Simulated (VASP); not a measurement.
Tl, 3 atoms in the cell. The structure is cubic, space group Pm-3m (No. 221). The conventional cell has a = 4.801 Å, b = 4.801 Å, c = 4.801 Å, α = 90.00°, β = 90.00°, γ = 90.00°. Within 4.5 Å of Tl (site symmetry 4/mmm) lie 8 Tl at 3.39 Å. 

- Program: VASP 6.6.1
- Task: single point
- Functional: PBEsol
- Potentials or basis: VASP PAW PBE potentials, release 64 (Tl_d)
- Cutoff: 520 eV
- k mesh: 5 × 5 × 5
- Occupations: fermi-dirac, width 0.05 eV
- Spin: no spin polarisation
- Dipole correction: no
- Further INCAR settings: ALGO = Normal; EDIFF = 1e-06; NBANDS = 26

Potentials or basis: VASP PAW PBE potentials, release 64 (Tl_d).

The run is started by

```console
$ cat potpaw_PBE.64/Tl_d/POTCAR > POTCAR
$ mpirun -np 1 vasp_std > vasp.out
```

Hardware: 1 thread of Intel(R) Xeon(R) 6975P-C (Granite Rapids) (shared host).

Task: How long does it take, and how much memory?

Result: It took 8.8 s on 1 thread of Intel(R) Xeon(R) 6975P-C (Granite Rapids), with other jobs on the host, peak memory 0.2 GiB. Counts: scf iterations 11, k points 10.
